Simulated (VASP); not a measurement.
# GeSb2 (I4/mmm) in VASP: a series of runs, part 2 of 2

VASP 6.6.1.

### 4 Relaxation of cell and atoms, PBE

INCAR

```
PREC = Accurate
ENCUT = 600
EDIFF = 1E-7
ISMEAR = 0
SIGMA = 0.1
LREAL = F
LASPH = T
NELM = 80
ALGO = Normal
ISIF = 3
LWAVE = F
LCHARG = F
GGA = PE
IBRION = 2
NSW = 90
EDIFFG = -0.04
```

KPOINTS

```
Automatic mesh
0
Gamma
  6 6 6
```

POSCAR

```
GeSb2
1.0
   -1.9329567054      1.9329567054      4.7417844180
    1.9329567054     -1.9329567054      4.7417844180
    1.9329567054      1.9329567054     -4.7417844180
Ge Sb
1 2
Direct
    0.0000000000      0.0000000000      0.0000000000
    0.6650000000      0.6650000000      0.0000000000
    0.3350000000      0.3350000000      0.0000000000
```

Potentials or basis: VASP PAW PBE potentials, release 64 (Ge_d, Sb).

Started as:

```bash
$ cat potpaw_PBE.64/Ge_d/POTCAR potpaw_PBE.64/Sb/POTCAR > POTCAR
$ mpirun -np 1 vasp_std > vasp.out
```

OUTCAR:

```text
PREC = Accurate
   ENCUT = 600
   EDIFF = 1E-7
   ISMEAR = 0
   LREAL = F
   LASPH = T
   NELM = 80
   ISIF = 3
   GGA = PE
   IBRION = 2
   NSW = 90
   EDIFFG = -0.04

 ion  position               nearest neighbor table
   1  0.000  0.000  0.000-   2 3.15   2 3.15   2 3.15   3 3.15   2 3.15   3 3.15   3 3.15   3 3.15
                             2 3.18   3 3.18
   2  0.665  0.665  0.000-   3 3.13   1 3.15   1 3.15   1 3.15   1 3.15   3 3.17   3 3.17   3 3.17
                             3 3.17   1 3.18
   3  0.335  0.335  0.000-   2 3.13   1 3.15   1 3.15   1 3.15   1 3.15   2 3.17   2 3.17   2 3.17
                             2 3.17   1 3.18

  LATTYP: Found a body centered tetragonal cell.
 ALAT       =     3.8659134108
 C/A-ratio  =     2.4531250000

  Lattice vectors:

 A1 = (  -1.9329567054,   1.9329567054,   4.7417844180)
[... 376 lines left out ...]
  energy without entropy =      -12.02865907  energy(sigma->0) =      -12.03120171

 E-fermi :   7.0912     XC(G=0): -10.1301

 val. band max:        7.0827873333   @ k =   0.5000   0.5000   0.5000
 cond. band min:       7.2200205437   @ k =   0.0000   0.0000   0.0000
 fundamental gap:      0.1372332104
 Fermi energy:         7.0912147431

 k-point     1 :       0.0000    0.0000    0.0000
  band No.  band energies     occupation
      1     -17.4924      2.00000
      2     -17.4910      2.00000
      3     -17.4894      2.00000
      4     -17.4894      2.00000
      5     -17.4893      2.00000
      6      -5.5125      2.00000
[... 433 lines left out ...]
      3     -17.4903      2.00000
      4     -17.4893      2.00000
      5     -17.4882      2.00000
      6      -4.9940      2.00000
[... 8 lines left out ...]
     15      10.6386      0.00000
     16      11.7095      0.00000

 [... further k-points ...]

------------------------ aborting loop because EDIFF is reached ----------------------------------------

  FORCE on cell =-STRESS in cart. coord.  units (eV):
  Direction    XX          YY          ZZ          XY          YZ          ZX
  --------------------------------------------------------------------------------------
  -------------------------------------------------------------------------------------
  Total        0.0208378      0.0208378      0.0670817      0.0000000      0.0000000      0.0000000
  in kB        0.4278266      0.4278266      1.3772743      0.0000000      0.0000000      0.0000000
  external PRESSURE =       0.7443091 kB  Pullay stress =       0.0000000 kB
[... 18 lines left out ...]
  FREE ENERGIE OF THE ION-ELECTRON SYSTEM (eV)
  ---------------------------------------------------
  free  energy   TOTEN  =       -12.0337443542 eV

  energy  without entropy=      -12.0286590676  energy(sigma->0) =      -12.03120171

 reached required accuracy - stopping structural energy minimisation
```

OSZICAR:

```text
N       E                     dE             d eps       ncg     rms          rms(c)
DAV:   1     0.155644426111E+03    0.15564E+03   -0.12060E+04   984   0.266E+03
[... 289 lines left out ...]
DAV:   1    -0.120393433587E+02   -0.58857E-02   -0.99333E-02  1224   0.492E+00    0.444E-01
DAV:   2    -0.120353057698E+02    0.40376E-02   -0.69012E-03  1192   0.141E+00    0.233E-01
DAV:   3    -0.120338049796E+02    0.15008E-02   -0.29102E-03  1248   0.790E-01    0.444E-02
DAV:   4    -0.120337539813E+02    0.50998E-04   -0.16289E-04  1168   0.194E-01    0.243E-02
DAV:   5    -0.120337440752E+02    0.99060E-05   -0.23259E-05  1176   0.620E-02    0.734E-03
DAV:   6    -0.120337444165E+02   -0.34125E-06   -0.18476E-06  1120   0.193E-02    0.273E-03
DAV:   7    -0.120337443542E+02    0.62217E-07   -0.22819E-07   688   0.584E-03
  32 F= -.12033744E+02 E0= -.12031202E+02  d E =-.555851E-03
```

Wall time 25 min (1 thread of Oxide Virtual Turin-like, shared host); peak memory 0.33 GiB.

What came out:

| Quantity | Value |
| --- | --- |
| Free energy | -12.0337 eV |
| Relaxed volume | 26.01 Å³/atom |
| Relaxed cell | a = 6.006 Å, b = 6.006 Å, c = 6.006 Å, α = 142.99°, β = 142.99°, γ = 53.34° |
| Space group after relaxing (to 0.1 Å) | I4/mmm (No. 139) |
| Energy gained by relaxing | 49.5 meV/atom |
| Ionic steps | 32 |
| Pressure after relaxing | 0.1 GPa |
| Largest force after relaxing | 0.015 eV/Å |
| Band gap on the k mesh | zero (bands 12 and 13 overlap by 3.30 eV) |

Forces in eV/Å, atoms in the order of the input:
```
Ge   0.000  0.000  0.000
Sb   0.000  0.000  0.015
Sb   0.000  0.000 -0.015
```

Stress tensor (GPa, compression positive):
```
0.04 0.00 0.00
0.00 0.04 0.00
0.00 0.00 0.14
```

The path:
```tsv
step	energy change (eV)	largest force (eV/Å)	pressure (GPa)	volume (Å³)
1	0.0000	0.0458	4.27	70.87
2	-0.0618	0.0620	-1.83	77.50
3	-0.0728	0.0621	-0.34	75.54
4	-0.0777	0.0910	-0.21	75.20
5	-0.0787	0.1118	-0.10	74.96
6	-0.0802	0.1178	0.05	74.72
7	-0.0832	0.1252	0.65	74.00
8	-0.0795	0.0601	1.99	72.57
9	-0.0837	0.1202	1.08	73.67
10	-0.0840	0.1191	0.96	73.66
11	-0.0847	0.1153	0.98	73.64
12	-0.0862	0.1050	1.04	73.60
13	-0.0885	0.0758	1.11	73.52
14	-0.0903	0.0184	1.39	73.35
15	-0.0941	0.0271	1.08	73.79
16	-0.1001	0.0666	0.05	75.13
17	-0.1006	0.0832	-0.22	75.57
18	-0.1006	0.0905	-0.33	75.75
19	-0.1014	0.0979	-0.37	75.80
20	-0.1045	0.1261	-0.33	75.95
21	-0.1142	0.1909	-0.20	76.24
22	-0.1359	0.0532	0.11	76.81
23	-0.1160	0.6211	1.44	77.92
24	-0.1389	0.1067	0.35	77.10
25	-0.1397	0.1120	0.33	77.21
26	-0.1419	0.1176	0.30	77.52
27	-0.1442	0.1796	0.31	78.15
28	-0.1462	0.1234	0.13	78.29
29	-0.1480	0.0168	-0.21	78.58
30	-0.1480	0.0063	-0.27	78.61
31	-0.1483	0.0083	-0.20	78.47
32	-0.1486	0.0149	0.07	78.04
```

Final structure:
```cif
data_structure
_symmetry_space_group_name_H-M 'P 1'
_symmetry_Int_Tables_number 1
_cell_length_a 6.0064
_cell_length_b 6.0064
_cell_length_c 6.0064
_cell_angle_alpha 142.987
_cell_angle_beta 142.987
_cell_angle_gamma 53.345
_cell_volume 78.04
loop_
_atom_site_label
_atom_site_type_symbol
_atom_site_fract_x
_atom_site_fract_y
_atom_site_fract_z
_atom_site_occupancy
Ge1 Ge 0.00000 0.00000 0.00000 1
Sb1 Sb 0.63648 0.63648 0.00000 1
Sb2 Sb 0.36352 0.36352 0.00000 1
```

Caveat: spin-orbit coupling is left out, which moves the levels of the heavy elements.

### 5 Overview

| task | cell | cutoff (eV) | gap on the mesh (eV) | pressure (GPa) | largest force (eV/Å) |
| --- | --- | --- | --- | --- | --- |
| single point | a = 5.473 Å, angles 138.6, 138.6, 59.9°, 3 atoms, atomic positions A | 520 | none | 4.3 | 0.05 |
| single point | a = 6.006 Å, angles 142.9, 142.9, 53.5°, 3 atoms, atomic positions B | 520 | none | -0.1 | 0.02 |
| relaxation of cell and atoms | relaxed from a = 5.473 Å, angles 138.6, 138.6, 59.9°, 3 atoms, atomic positions A | 600 | none | 0.1 | 0.01 |

Alike in all rows: level PBE; potentials or basis VASP PAW PBE potentials, release 64 (Ge_d, Sb); no spin polarisation; k mesh 6 × 6 × 6; smearing gaussian 0.1 eV.

Caveats: spin-orbit coupling is left out, which moves the levels of the heavy elements; the cell stands under pressure (at least some runs).

Total energies depend on the potentials used, so only differences within one code and one set of settings carry meaning.

The gap in the log of VASP goes by the Fermi energy; the results here count the filled bands.